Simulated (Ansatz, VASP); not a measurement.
**TiCo in VASP and in Ansatz**

```
CELL_PARAMETERS angstrom
2.94575 0.00000 0.00000
0.00000 2.94575 0.00000
0.00000 0.00000 2.94575
ATOMIC_POSITIONS crystal
Ti 0.00000 0.00000 0.00000
Co 0.50000 0.50000 0.50000
```

Alike in both runs: task single point; functional PBE; k mesh 16 × 16 × 16; occupations gaussian, width 0.05 eV; collinear spin.

```csv
,VASP,Ansatz
version,VASP 6.6.1,Ansatz 0.2.0
potentials or method,"VASP PAW PBE potentials, release 64 (Ti_sv, Co), cutoff 520 eV","scalar-relativistic, plane waves, PAW"
valence electrons in the cell,21,29
```

```tsv
	VASP	Ansatz	Ansatz less VASP
gap on the k mesh at the Fermi level (eV)	none	none	-
pressure (GPa)	6.9	7.5	+0.65
net moment per atom (μB)	0.43	0.44	+0.007
size of the moment on the site where the two differ most (μB)	0.91	0.95	+0.034
```

Site moments also hang on the region over which each program counts them. A gap of «none» marks a metal or a gap that the smearing closes. VASP's potentials hold 21 valence electrons a cell and Ansatz's 29, so a difference there can come from the potentials and not from the codes.
